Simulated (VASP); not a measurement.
# TiO2 (C2/m) in VASP: notebook

TiO2 is run at these levels: PBE; tasks: electric field gradients.

Program: VASP 6.6.1. These are calculated values, not measurements. Logs are shortened: lines on timing, memory, paths and dates and some standing lists are left out, and cuts for length are marked.

### 1 The cell of the first run

The structure is monoclinic, space group C2/m (No. 12). The conventional cell has a = 6.530 Å, b = 6.464 Å, c = 2.959 Å, α = 90.00°, β = 90.81°, γ = 90.00°. Ti (site symmetry 2/m) has 6 O at 1.94 to 2.00 Å within 2.6 Å. Ti (site symmetry 2/m) has 6 O at 1.93 to 1.98 Å within 2.6 Å. Within 2.6 Å of O (site symmetry m) lie 3 Ti at 1.93 to 2.00 Å and 1 O at 2.53 Å. O (site symmetry 2) has 3 Ti at 1.94 to 1.98 Å and 1 O at 2.51 Å within 2.6 Å.

### 2 Electric field gradients, PBE (equal xy, yz and zx shear strains of +1 %)

INCAR reads:

```
SYSTEM = TiO2
ALGO = Normal ; EDIFF = 1E-8
ENCUT = 520 ; GGA = PE
ISIF = 2 ; ISMEAR = -1
LASPH = .TRUE. ; LCHARG = .FALSE.
LEFG = .TRUE. ; LREAL = .FALSE.
LWAVE = .FALSE. ; NBANDS = 33
NELM = 100 ; PREC = Accurate
SIGMA = 0.05
```

KPOINTS reads:

```
k-points
0
G
  7 7 10
  0 0 0
```

POSCAR reads:

```
TiO2
1.0
    4.5940000000      0.0229700000      0.0229700000
    0.0229700000      4.5940000000      0.0229700000
    0.0147950000      0.0147950000      2.9590000000
Ti O
2 4
Direct
    0.0000000000      0.0000000000      0.0000000000
    0.5000000000      0.5000000000      0.5000000000
    0.3060000000      0.3060000000      0.0000000000
    0.1940000000      0.8060000000      0.5000000000
    0.6940000000      0.6940000000      0.0000000000
    0.8060000000      0.1940000000      0.5000000000
```

Potentials or basis: VASP PAW PBE potentials, release 64 (Ti_sv, O).

On the command line:

```bash
$ cat potpaw_PBE.64/Ti_sv/POTCAR potpaw_PBE.64/O/POTCAR > POTCAR
$ mpirun -np 1 vasp_std > vasp.out
```

OUTCAR:

```text
SYSTEM = TiO2
   EDIFF = 1E-8
   ENCUT = 520
   GGA = PE
   ISIF = 2
   ISMEAR = -1
   LASPH = .TRUE.
   LREAL = .FALSE.
   NELM = 100
   PREC = Accurate

 ion  position               nearest neighbor table
   1  0.000  0.000  0.000-   4 1.94   6 1.94   4 1.94   6 1.94   5 2.00   3 2.00
   2  0.500  0.500  0.500-   3 1.93   5 1.93   3 1.96   5 1.96   4 1.98   6 1.98
   3  0.306  0.306  0.000-   2 1.93   2 1.96   1 2.00
   4  0.194  0.806  0.500-   1 1.94   1 1.94   2 1.98
   5  0.694  0.694  0.000-   2 1.93   2 1.96   1 2.00
   6  0.806  0.194  0.500-   1 1.94   1 1.94   2 1.98

  LATTYP: Found a base centered monoclinic cell.
 ALAT       =     6.5295432034
 B/A-ratio  =     0.9900252466
 C/A-ratio  =     0.4531823869
 COS(beta)  =    -0.0141062544

  Lattice vectors:

 A1 = (  -4.5940000000,  -0.0229700000,  -0.0229700000)
 A2 = (  -0.0229700000,  -4.5940000000,  -0.0229700000)
 A3 = (   0.0147950000,   0.0147950000,   2.9590000000)

Analysis of symmetry for initial positions (statically):
=====================================================================
 Subroutine PRICEL returns:
 Original cell was already a primitive cell.

 Routine SETGRP: Setting up the symmetry group for a
 base centered monoclinic supercell.

 Subroutine GETGRP returns: Found  4 space group operations
 (whereof  4 operations were pure point group operations)
 out of a pool of  4 trial point group operations.

The static configuration has the point symmetry C_2h.

Analysis of symmetry for dynamics (positions and initial velocities):
=====================================================================
 Subroutine PRICEL returns:
 Original cell was already a primitive cell.

 Routine SETGRP: Setting up the symmetry group for a
 base centered monoclinic supercell.

 Subroutine GETGRP returns: Found  4 space group operations
 (whereof  4 operations were pure point group operations)
 out of a pool of  4 trial point group operations.

The dynamic configuration has the point symmetry C_2h.

 Subroutine INISYM returns: Found  4 space group operations
 (whereof  4 operations are pure point group operations),
 and found     1 'primitive' translations

----------------------------------------------------------------------------------------

                                     Primitive cell

  volume of cell :      62.4445

  direct lattice vectors                    reciprocal lattice vectors
     4.594000000  0.022970000  0.022970000     0.217686059 -0.001083015 -0.001083015
     0.022970000  4.594000000  0.022970000    -0.001083015  0.217686059 -0.001083015
     0.014795000  0.014795000  2.959000000    -0.001681437 -0.001681437  0.337968825

  length of vectors
     4.594114849  4.594114849  2.959073974     0.217691447  0.217691447  0.337977190

  position of ions in fractional coordinates (direct lattice)
     0.000000000  0.000000000  0.000000000
     0.500000000  0.500000000  0.500000000
     0.306000000  0.306000000  1.000000000
     0.194000000  0.806000000  0.500000000
     0.694000000  0.694000000  1.000000000
     0.806000000  0.194000000  0.500000000

  ion indices of the primitive-cell ions
   primitive index   ion index
                 1           1
                 2           2
                 3           3
                 4           4
                 5           5
                 6           6

----------------------------------------------------------------------------------------

 KPOINTS: k-points

Automatic generation of k-mesh.
[... 56 lines left out ...]
 SYSTEM =  TiO2
   PREC   = accura    normal or accurate (medium, high low for compatibility)
   ISTART =      0    job   : 0-new  1-cont  2-samecut
   ICHARG =      2    charge: 1-file 2-atom 10-const
   ISPIN  =      1    spin polarized calculation?
   LNONCOLLINEAR =      F non collinear calculations
   LSORBIT =      F    spin-orbit coupling
   LASPH  =      T    aspherical Exc in radial PAW
   ENCUT  =  520.0 eV  38.22 Ry    6.18 a.u.   8.54  8.54  5.50*2*pi/ulx,y,z
   NELM   =    100;   NELMIN=  2; NELMDL= -5     # of ELM steps
   EDIFF  = 0.1E-07   stopping-criterion for ELM
   LREAL  =      F    real-space projection
   EDIFFG = 0.1E-06   stopping-criterion for IOM
   NSW    =      0    number of steps for IOM
   IBRION =     -1    ionic relax: 0-MD 1-quasi-New 2-CG
   NFREE  =      0    steps in history (QN), initial steepest desc. (CG)
   ISIF   =      2    stress and relaxation
   ISYM   =      2    0-nonsym 1-usesym 2-fastsym
   POTIM  = 0.5000    time-step for ionic-motion
   TEBEG  =    0.0;   TEEND  =   0.0 temperature during run
   PSTRESS=    0.0 pullay stress
   NELECT =      48.0000    total number of electrons
   NUPDOWN=      -1.0000    fix difference up-down
   EMIN   =  10.00;   EMAX   =-10.00  energy-range for DOS
   EFERMI =   0.00;   METHOD = LEGACY
   ISMEAR =    -1;   SIGMA  =   0.05  broadening in eV -4-tet -1-fermi 0-gaus
   EFERMI_NEDOS =   21; number of points for ismear=-14 and -15
   IALGO  =     38    algorithm
   IMIX   =      4    mixing-type and parameters
     AMIX     =   0.40;   BMIX     =  1.00
     AMIX_MAG =   1.60;   BMIX_MAG =  1.00
  volume/ion in A,a.u.               =      10.41        70.23
  Fermi-wavevector in a.u.,A,eV,Ry     =   1.499652  2.833931 30.598895  2.248955
  Thomas-Fermi vector in A             =   2.611254
   LORBIT       =      0    0 simple, 1 ext, 2 COOP (PROOUT), +10 PAW based schemes
   GGA     = PE    functional components
   LHFCALC =     F    Hartree Fock is set to
   AEXX    =    0.0000 exact exchange contribution
   IVDW    =     0    specifies the selected vdW correction
   LEPSILON=     F    determine dielectric tensor
   LRPA    =     F    only Hartree local field effects (RPA)
 non-spin polarized calculation
  energy-cutoff  :      520.00
  volume of cell :       62.44
 maximum number of plane-waves:      1703
 NGX is ok and might be reduce to    36
   NGX = 17   NGY = 17   NGZ = 11

 number of electron      48.0000022 magnetization

 Free energy of the ion-electron system (eV)
  ---------------------------------------------------
  ext. energy  EPLUGINS =         0.00000000
  ---------------------------------------------------
  free energy    TOTEN  =       -53.62988021 eV

  energy without entropy =      -53.62988021  energy(sigma->0) =      -53.62988021

 E-fermi :   5.7403     XC(G=0): -11.4084

 val. band max:        4.8264213710   @ k =   0.0000   0.0000   0.0000
 cond. band min:       6.7351370774   @ k =   0.0000   0.0000   0.0000
 fundamental gap:      1.9087157064
 Fermi energy:         5.7402500756

 k-point     1 :       0.0000    0.0000    0.0000
  band No.  band energies     occupation
      1     -52.0775      2.00000
      2     -52.0317      2.00000
      3     -28.3944      2.00000
      4     -28.3556      2.00000
      5     -28.2065      2.00000
      6     -28.2023      2.00000
[... 853 lines left out ...]
     32      11.0257      0.00000
     33      11.3868      0.00000

 [... further k-points ...]

------------------------ aborting loop because EDIFF is reached ----------------------------------------

  FORCE on cell =-STRESS in cart. coord.  units (eV):
  Direction    XX          YY          ZZ          XY          YZ          ZX
  --------------------------------------------------------------------------------------
  -------------------------------------------------------------------------------------
  Total        2.4701546      2.4701546      2.2857307     -0.8785471     -0.5704762     -0.5704765
  in kB       63.3782495     63.3782495     58.6463747    -22.5414133    -14.6370535    -14.6370599
  external PRESSURE =      61.8009579 kB  Pullay stress =       0.0000000 kB

 VOLUME and BASIS-vectors are now :
 -----------------------------------------------------------------------------
  energy-cutoff  :      520.00
  volume of cell :       62.44
      direct lattice vectors                 reciprocal lattice vectors
     4.594000000  0.022970000  0.022970000     0.217686059 -0.001083015 -0.001083015
     0.022970000  4.594000000  0.022970000    -0.001083015  0.217686059 -0.001083015
     0.014795000  0.014795000  2.959000000    -0.001681437 -0.001681437  0.337968825

 POSITION                                       TOTAL-FORCE (eV/Angst)
 -----------------------------------------------------------------------------------
      0.00000      0.00000      0.00000        -0.000000     -0.000000     -0.000000
      2.31588      2.31588      1.50247         0.000000     -0.000000     -0.000000
      1.41279      1.41279      0.01406        -0.198390     -0.198390      0.112413
      0.91715      3.71462      1.50247         0.175431     -0.175431     -0.000000
      3.20418      3.20418      0.03188         0.198390      0.198390     -0.112413
      3.71462      0.91715      1.50247        -0.175431      0.175431     -0.000000
 -----------------------------------------------------------------------------------
    total drift:                               -0.000000      0.000000      0.000000

  FREE ENERGIE OF THE ION-ELECTRON SYSTEM (eV)
  ---------------------------------------------------
  free  energy   TOTEN  =       -53.6298802066 eV

  energy  without entropy=      -53.6298802062  energy(sigma->0) =      -53.62988021

 Electric field gradients (V/A^2)
---------------------------------------------------------------------
 ion       V_xx      V_yy      V_zz      V_xy      V_xz      V_yz
---------------------------------------------------------------------
   1      14.720    14.720   -29.439    10.047    -1.941    -1.941
   2      10.982    10.982   -21.965    -3.418     8.492     8.492
   3       1.168     1.168    -2.335    22.551     2.388     2.388
   4       0.794     0.794    -1.587   -19.850     0.867     0.867
   5       1.168     1.168    -2.335    22.551     2.388     2.388
   6       0.794     0.794    -1.587   -19.850     0.867     0.867
---------------------------------------------------------------------

 Electric field gradients after diagonalization (V/A^2)
 (convention: |V_zz| > |V_xx| > |V_yy|)
----------------------------------------------------------------------
 ion       V_xx      V_yy      V_zz     asymmetry (V_yy - V_xx)/ V_zz
----------------------------------------------------------------------
   1      24.905     4.673   -29.578       0.684
   2      14.401    11.832   -26.233       0.098
   3     -21.383    -2.766    24.149       0.771
   4     -19.143    -1.501    20.644       0.855
   5     -21.383    -2.766    24.149       0.771
   6     -19.143    -1.501    20.644       0.855
----------------------------------------------------------------------

           NMR quadrupolar parameters

 Cq : quadrupolar parameter    Cq=e*Q*V_zz/h
 eta: asymmetry parameters     (V_yy - V_xx)/ V_zz
 Q  : nuclear electric quadrupole moment in mb (millibarn)
----------------------------------------------------------------------
 ion       Cq(MHz)       eta       Q (mb)
----------------------------------------------------------------------
   1      -0.072       0.684       1.000
   2      -0.063       0.098       1.000
   3       0.058       0.771       1.000
   4       0.050       0.855       1.000
   5       0.058       0.771       1.000
   6       0.050       0.855       1.000
----------------------------------------------------------------------
```

It took 5.3 min on 1 thread of Oxide Virtual Turin-like, shared host; peak memory 0.31 GiB.

Results:

```yaml
Free_energy: -53.6299 eV
Pressure: 6.2 GPa
Largest_force: 0.302 eV/Å
Band_gap_on_the_k_mesh: 1.91 eV, direct
```

Forces in eV/Å, atoms in the order of the input:
```
Ti   0.000  0.000  0.000
Ti   0.000  0.000  0.000
O   -0.198 -0.198  0.112
O    0.175 -0.175  0.000
O    0.198  0.198 -0.112
O   -0.175  0.175  0.000
```

Levels at points of the mesh, in eV from the valence-band top:
```
           k point  band 22  band 23  band 24  band 25  band 26  band 27
(0.00, 0.00, 0.00)    -0.43    -0.40     0.00     1.91     2.24     2.44
(0.00, 0.00, 0.50)    -2.30    -1.46    -1.37     2.93     2.99     3.13
```

Electric field gradients, principal values (V/Å²):
| atom | least | middle | greatest (by size) |
| --- | --- | --- | --- |
| 1 Ti | 4.673 | 24.905 | -29.578 |
| 2 Ti | 11.832 | 14.401 | -26.233 |
| 3 O | -2.766 | -21.383 | 24.149 |
| 4 O | -1.501 | -19.143 | 20.644 |
| 5 O | -2.766 | -21.383 | 24.149 |
| 6 O | -1.501 | -19.143 | 20.644 |

Caveat: the cell differs from its parent crystal (equal xy, yz and zx shear strains of +1 %); without QUAD_EFG the Cq values of the log hold for a quadrupole moment of 1 mb, not for the nuclei. A k mesh can miss the band edges.

### 3 Electric field gradients, PBE (equal xy, yz and zx shear strains of +1 %)

INCAR reads:

```
PREC = Accurate ; ENCUT = 520
EDIFF = 1E-8 ; ISMEAR = -1
SIGMA = 0.05 ; LREAL = False
LASPH = True ; NELM = 80
ALGO = Normal ; ISIF = 2
LWAVE = False ; LCHARG = False
GGA = PE ; LEFG = True
NBANDS = 33
```

KPOINTS reads:

```
regular mesh
0
Gamma
  7 7 10
```

POSCAR is that of step 2.

Potentials or basis: VASP PAW PBE potentials, release 64 (Ti_sv, O).

On the command line:

```bash
$ cat potpaw_PBE.64/Ti_sv/POTCAR potpaw_PBE.64/O/POTCAR > POTCAR
$ mpirun -np 1 vasp_std > vasp.out
```

OUTCAR:

```text
PREC = Accurate
   ENCUT = 520
   EDIFF = 1E-8
   ISMEAR = -1
   LREAL = False
   LASPH = True
   NELM = 80
   ISIF = 2
   GGA = PE

 ion  position               nearest neighbor table
   1  0.000  0.000  0.000-   4 1.94   6 1.94   4 1.94   6 1.94   5 2.00   3 2.00
   2  0.500  0.500  0.500-   3 1.93   5 1.93   3 1.96   5 1.96   4 1.98   6 1.98
   3  0.306  0.306  0.000-   2 1.93   2 1.96   1 2.00
   4  0.194  0.806  0.500-   1 1.94   1 1.94   2 1.98
   5  0.694  0.694  0.000-   2 1.93   2 1.96   1 2.00
   6  0.806  0.194  0.500-   1 1.94   1 1.94   2 1.98

  LATTYP: Found a base centered monoclinic cell.
 ALAT       =     6.5295432034
 B/A-ratio  =     0.9900252466
 C/A-ratio  =     0.4531823869
 COS(beta)  =    -0.0141062544

  Lattice vectors:

 A1 = (  -4.5940000000,  -0.0229700000,  -0.0229700000)
 A2 = (  -0.0229700000,  -4.5940000000,  -0.0229700000)
 A3 = (   0.0147950000,   0.0147950000,   2.9590000000)

Analysis of symmetry for initial positions (statically):
=====================================================================
 Subroutine PRICEL returns:
[... 1080 lines left out ...]
    total drift:                               -0.000000      0.000000      0.000000

  FREE ENERGIE OF THE ION-ELECTRON SYSTEM (eV)
  ---------------------------------------------------
  free  energy   TOTEN  =       -53.6298802066 eV

  energy  without entropy=      -53.6298802062  energy(sigma->0) =      -53.62988021

 Electric field gradients (V/A^2)
---------------------------------------------------------------------
 ion       V_xx      V_yy      V_zz      V_xy      V_xz      V_yz
---------------------------------------------------------------------
   1      14.720    14.720   -29.439    10.047    -1.941    -1.941
   2      10.982    10.982   -21.965    -3.418     8.492     8.492
   3       1.168     1.168    -2.335    22.551     2.388     2.388
   4       0.794     0.794    -1.587   -19.850     0.867     0.867
   5       1.168     1.168    -2.335    22.551     2.388     2.388
   6       0.794     0.794    -1.587   -19.850     0.867     0.867
---------------------------------------------------------------------

 Electric field gradients after diagonalization (V/A^2)
 (convention: |V_zz| > |V_xx| > |V_yy|)
----------------------------------------------------------------------
 ion       V_xx      V_yy      V_zz     asymmetry (V_yy - V_xx)/ V_zz
----------------------------------------------------------------------
   1      24.905     4.673   -29.578       0.684
   2      14.401    11.832   -26.233       0.098
   3     -21.383    -2.766    24.149       0.771
   4     -19.143    -1.501    20.644       0.855
   5     -21.383    -2.766    24.149       0.771
   6     -19.143    -1.501    20.644       0.855
----------------------------------------------------------------------

           NMR quadrupolar parameters

 Cq : quadrupolar parameter    Cq=e*Q*V_zz/h
 eta: asymmetry parameters     (V_yy - V_xx)/ V_zz
 Q  : nuclear electric quadrupole moment in mb (millibarn)
----------------------------------------------------------------------
 ion       Cq(MHz)       eta       Q (mb)
----------------------------------------------------------------------
   1      -0.072       0.684       1.000
   2      -0.063       0.098       1.000
   3       0.058       0.771       1.000
   4       0.050       0.855       1.000
   5       0.058       0.771       1.000
   6       0.050       0.855       1.000
----------------------------------------------------------------------
```

OSZICAR:

```text
N       E                     dE             d eps       ncg     rms          rms(c)
DAV:   1     0.655187095067E+03    0.65519E+03   -0.24311E+04  9504   0.172E+03
DAV:   2     0.267167283777E+02   -0.62847E+03   -0.58107E+03 10312   0.514E+02
DAV:   3    -0.662839236617E+02   -0.93001E+02   -0.90938E+02 13135   0.189E+02
[... 11 lines left out ...]
DAV:  15    -0.536298840665E+02   -0.27625E-05   -0.19950E-05 12428   0.375E-02    0.182E-02
DAV:  16    -0.536298802573E+02    0.38092E-05   -0.18145E-05 12904   0.460E-02    0.540E-03
DAV:  17    -0.536298803568E+02   -0.99492E-07   -0.16581E-06 10880   0.985E-03    0.346E-03
DAV:  18    -0.536298802528E+02    0.10404E-06   -0.32234E-07 12686   0.399E-03    0.106E-03
DAV:  19    -0.536298802059E+02    0.46866E-07   -0.84367E-08 11347   0.183E-03    0.288E-04
DAV:  20    -0.536298802066E+02   -0.67030E-09   -0.46538E-09  5713   0.513E-04
   1 F= -.53629880E+02 E0= -.53629880E+02  d E =-.324474E-09
```

stdout:

```text
POSCAR found type information on POSCAR TiO
 POSCAR found :  2 types and       6 ions
 scaLAPACK will be used
 LDA part: xc-table for (Slater+PW92), standard interpolation
 POSCAR, INCAR and KPOINTS ok, starting setup
 FFT: planning ... GRIDC
 FFT: planning ... GRID_SOFT
 FFT: planning ... GRID
 WAVECAR not read
 entering main loop
ion   1

ion   2

ion   3

ion   4

ion   5

ion   6
```

Wall time 5.9 min (1 thread of Oxide Virtual Turin-like, shared host); peak memory 0.31 GiB.

What came out:

```yaml
Free_energy: -53.6299 eV
Pressure: 6.2 GPa
Largest_force: 0.302 eV/Å
Band_gap_on_the_k_mesh: 1.91 eV, direct
```

Forces on the atoms (eV/Å):
```
Ti   0.000  0.000  0.000
Ti   0.000  0.000  0.000
O   -0.198 -0.198  0.112
O    0.175 -0.175  0.000
O    0.198  0.198 -0.112
O   -0.175  0.175  0.000
```

Stress tensor (GPa, compression positive):
```
 6.34 -2.25 -1.46
-2.25  6.34 -1.46
-1.46 -1.46  5.86
```

Electric field gradients, principal values (V/Å²):
| atom | least | middle | greatest (by size) |
| --- | --- | --- | --- |
| 1 Ti | 4.673 | 24.905 | -29.578 |
| 2 Ti | 11.832 | 14.401 | -26.233 |
| 3 O | -2.766 | -21.383 | 24.149 |
| 4 O | -1.501 | -19.143 | 20.644 |
| 5 O | -2.766 | -21.383 | 24.149 |
| 6 O | -1.501 | -19.143 | 20.644 |

Caveat: the cell differs from its parent crystal (equal xy, yz and zx shear strains of +1 %); without QUAD_EFG the Cq values of the log hold for a quadrupole moment of 1 mb, not for the nuclei. A k mesh can miss the band edges.
